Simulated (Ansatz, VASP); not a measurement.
This is a calculation of PtSe2 for VASP 6.6.1.

Contents of POSCAR:

```
PtSe2
1.0
    3.6479786689      0.0000000000      0.0000000000
   -1.8239893344      3.1592421997      0.0000000000
    0.0000000000      0.0000000000      4.9586648823
Pt Se
1 2
Direct
    0.0000000000      0.0000000000      0.0000000000
    0.6666666667      0.3333333333      0.7500000000
    0.3333333333      0.6666666667      0.2500000000
```

The input INCAR.step1:

```
SYSTEM = PtSe2
  PREC = Accurate
  ENCUT = 520
  ISMEAR = -1
  SIGMA = 0.05
  LREAL = .FALSE.
  LASPH = .TRUE.
  NELM = 80
  NBANDS = 18
  GGA = PE
  ALGO = Normal
  EDIFF = 1E-4
  LWAVE = .TRUE.
  LCHARG = .FALSE.
```

Contents of INCAR.step2:

```
SYSTEM = PtSe2
  PREC = Accurate
  ENCUT = 520
  EDIFF = 1E-6
  ISMEAR = -1
  SIGMA = 0.05
  LREAL = .FALSE.
  LASPH = .TRUE.
  NELM = 80
  ALGO = Normal
  ISIF = 2
  LWAVE = .FALSE.
  LCHARG = .FALSE.
  METAGGA = R2SCAN
  LMIXTAU = .TRUE.
  NBANDS = 18
  ISTART = 1
```

The input KPOINTS:

```
Automatic mesh
0
G
  8 8 5
  0 0 0
```

Potentials or basis: VASP PAW PBE potentials, release 64 (Pt, Se).

Launch:

```sh
$ cat potpaw_PBE.64/Pt/POTCAR potpaw_PBE.64/Se/POTCAR > POTCAR
$ cp INCAR.step1 INCAR
$ mpirun -np 1 vasp_std > vasp.out
$ cp INCAR.step2 INCAR
$ mpirun -np 1 vasp_std > vasp.out
```

Task: Translate it to Ansatz 0.2.0. Potentials there: Ansatz PAW.

Result: As run (the cutoff follows the program's own potentials):

Contents of input.yaml:

```yaml
crystal:
  lattice:
    - [3.6479786689, 0.0, 0.0]
    - [-1.8239893344, 3.1592421997, 0.0]
    - [0.0, 0.0, 4.9586648823]
  atoms:
    - { symbol: Pt, position: [0.0, 0.0, 0.0] }
    - { symbol: Se, position: [0.6666666667, 0.3333333333, 0.75] }
    - { symbol: Se, position: [0.3333333333, 0.6666666667, 0.25] }
hamiltonian:
  xc: r2scan
  pseudopotentials: { kind: paw }
kpoints:
  mp_grid: { grid: [8, 8, 5] }
scf:
  occupations: { method: fermi_dirac, width: 0.05 }
output:
  forces: true
  stress: true
  eigenvalues: true
```

Potentials or basis: Ansatz PAW.

Launch:

```sh
$ ansatz run input.yaml --threads 2 --pin off --max-ram 5632MiB --backend cpu --events-out ev --progress --plain --runs-dir out
```

Both were run:

|  | VASP | Ansatz | Ansatz less VASP |
| --- | --- | --- | --- |
| gap on the k mesh at the Fermi level (eV) | none | none | - |
| pressure (GPa) | 15.5 | 15.3 | -0.20 |
| traceless stress, the component that is largest in VASP (GPa) | -2.38 | -2.28 | +0.100 |
| rms of the force components (eV/Å) | 0.597 | 0.583 | -0.0133 |

VASP's potentials were made for PBE, not for r2SCAN. Atom by atom the forces differ by 0.013 eV/Å (rms over components). A gap of «none» marks a metal or a gap that the smearing closes. VASP's potentials hold 22 valence electrons a cell and Ansatz's 50, so a difference there can come from the potentials and not from the codes.

Spin-orbit coupling is off throughout.
